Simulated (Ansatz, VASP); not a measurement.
TaVN2: VASP beside Ansatz

```
Ta V N
1.0
     3.02940    0.00000    0.00000
     0.00000    3.02940    0.00000
     0.00000    0.00000    4.26723
Ta V N
1 1 2
Direct
  0.00000 0.00000 0.00000
  0.50000 0.50000 0.50000
  0.50000 0.50000 0.00000
  0.00000 0.00000 0.50000
```

Alike in both runs: task single point; functional LDA; k mesh 9 × 9 × 6; occupations fermi-dirac, width 0.05 eV; collinear spin.

|  | VASP | Ansatz |
| --- | --- | --- |
| version | VASP 6.6.1 | Ansatz 0.2.0 |
| potentials or method | VASP PAW LDA potentials, release 64 (Ta_pv, V_sv, N) | Ansatz PAW |
| plane-wave cutoff (eV) | 520 | 420 |
| valence electrons in the cell | 34 | 36 |

Ansatz gave:

```
gap on the k mesh at the Fermi level (eV)                     : none
pressure (GPa)                                                : -13.4
traceless stress, the component that is largest in VASP (GPa) : -1.75
net moment per atom (μB)                                      : 0.00
```

Task: Which values does VASP return?

Result: gap on the k mesh at the Fermi level (eV): none; pressure (GPa): -11.9; traceless stress, the component that is largest in VASP (GPa): -1.73; net moment per atom (μB): 0.00.

LDA's correlation is that of Perdew and Zunger in VASP and of Perdew and Wang (1992) in Ansatz. A gap of «none» marks a metal or a gap that the smearing closes. VASP's potentials hold 34 valence electrons a cell and Ansatz's 36, so a difference there can come from the potentials and not from the codes.

Neither program's run includes spin-orbit coupling.
